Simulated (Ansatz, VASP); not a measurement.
# Ir in VASP and in Ansatz

```xyz
1
Lattice="0.0000 1.9200 1.9200 1.9200 0.0000 1.9200 1.9200 1.9200 0.0000" Properties=species:S:1:pos:R:3 pbc="T T T"
Ir    0.0000    0.0000    0.0000
```

Alike in both runs: task single point; functional PBE; k mesh 12 × 12 × 12; occupations gaussian, width 0.05 eV; non-collinear spin, spin-orbit coupling.

|  | VASP | Ansatz |
| --- | --- | --- |
| version | VASP 6.6.1 | Ansatz 0.2.0 |
| potentials or method | VASP PAW PBE potentials, release 64 (Ir), cutoff 520 eV | plane waves, PAW |
| valence electrons in the cell | 9 | 17 |

|  | VASP | Ansatz | Ansatz less VASP |
| --- | --- | --- | --- |
| pressure (GPa) | 10.0 | 9.0 | -1.01 |
| net moment per atom (μB) | 0.00 | 0.00 | 0.000 |

The functional is the same, so the differences come from potentials, cutoffs and numerics. VASP's potentials hold 9 valence electrons a cell and Ansatz's 17, so a difference there can come from the potentials and not from the codes.
